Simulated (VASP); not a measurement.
# Ce: single point with r2SCAN

The system is Ce.

```
Ce
1.0
     0.00000    2.33904    2.33904
     2.33904    0.00000    2.33904
     2.33904    2.33904    0.00000
Ce
1
Direct
  0.00000 0.00000 0.00000
```

```yaml
Program: VASP 6.6.1
Task: single point
Functional: r2SCAN
Potentials_or_basis: VASP PAW PBE potentials, release 64 (Ce)
Cutoff: 520 eV
k_mesh: 12 × 12 × 12
Occupations: fermi-dirac, width 0.01 eV
Spin: no spin polarisation
```

The pressure is -0.8 GPa and the band gap on the k mesh is zero (band 6 reaches 10.40 eV, above the bottom of band 7 at 9.87 eV).

Levels at points of the mesh, in eV from the Fermi level:
| k point | band 3 | band 4 | band 5 | band 6 | band 7 | band 8 | band 9 | band 10 |
| --- | --- | --- | --- | --- | --- | --- | --- | --- |
| (0.00, 0.00, 0.00) | -16.73 | -16.73 | -2.87 | -0.39 | 0.40 | 0.40 | 0.40 | 1.39 |
| (0.50, 0.00, 0.00) | -17.12 | -17.12 | -2.29 | -0.21 | 0.62 | 0.62 | 0.73 | 1.07 |
| (0.50, 0.50, 0.00) | -17.87 | -17.87 | -3.28 | -2.60 | 0.71 | 0.74 | 0.80 | 0.80 |

Wall time 2.2 min on 1 thread of Intel(R) Xeon(R) Platinum 8259CL CPU @ 2.50GHz (Skylake/Cascade Lake) (shared host), peak memory 0.19 GiB.

Caveat: the PAW data sets were made with another functional, which shifts forces and pressure a little; spin-orbit coupling is left out, which moves the levels of the heavy elements. Spin polarisation is off, so any magnetic state and its effect on volume and gap are missing.
